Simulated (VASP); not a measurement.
ZnCd2Te3:

```
Zn Cd Te
1.0
     5.42866    0.00000    0.00000
    -2.71433    4.70136    0.00000
     0.00000    0.00000    6.53624
Zn Cd Te
1 2 3
Direct
  0.00000 0.00000 0.50000
  0.33333 0.66667 0.50000
  0.66667 0.33333 0.50000
  0.00000 0.00000 0.00000
  0.33333 0.66667 0.00000
  0.66667 0.33333 0.00000
```

The cell was generated, and may not be a known phase.

```yaml
Program: VASP 6.6.1
Task: relaxation of cell and atoms
Functional: PBE
Potentials_or_basis: VASP PAW PBE potentials, release 64 (Zn, Cd, Te)
Cutoff: 600 eV
k_mesh: 12 × 12 × 6
Occupations: gaussian, width 0.1 eV
Spin: no spin polarisation
```

At the start: pressure 0.5 GPa; volume 27.80 Å³/atom.

Q: How do energy, volume and symmetry change on relaxing?

A: Over 7 steps the energy falls by 8.9 meV/atom and the volume is 27.62 Å³/atom (-0.7 %); space group P6/mmm (No. 191, to 0.1 Å) before and after.

Step by step:
| step | energy change (eV) | largest force (eV/Å) | pressure (GPa) | volume (Å³) |
| --- | --- | --- | --- | --- |
| 1 | 0.0000 | 0.0000 | 0.50 | 166.82 |
| 2 | -0.0447 | 0.0000 | -0.49 | 168.86 |
| 3 | -0.0455 | 0.0000 | -0.62 | 169.15 |
| 4 | -0.0529 | 0.0000 | -0.20 | 166.75 |
| 5 | -0.0535 | 0.0000 | -0.05 | 165.92 |
| 6 | -0.0535 | 0.0000 | -0.04 | 165.86 |
| 7 | -0.0536 | 0.0000 | 0.01 | 165.72 |

Final structure:
```yaml
crystal:
  lattice:
    - [5.49423, 0.00000, 0.00000]
    - [-2.74711, 4.75814, 0.00000]
    - [0.00000, 0.00000, 6.33916]
  atoms:
    - { symbol: Zn, position: [0.00000, 0.00000, 0.50000] }
    - { symbol: Cd, position: [0.33333, 0.66667, 0.50000] }
    - { symbol: Cd, position: [0.66667, 0.33333, 0.50000] }
    - { symbol: Te, position: [0.00000, 0.00000, 0.00000] }
    - { symbol: Te, position: [0.33333, 0.66667, 0.00000] }
    - { symbol: Te, position: [0.66667, 0.33333, 0.00000] }
```
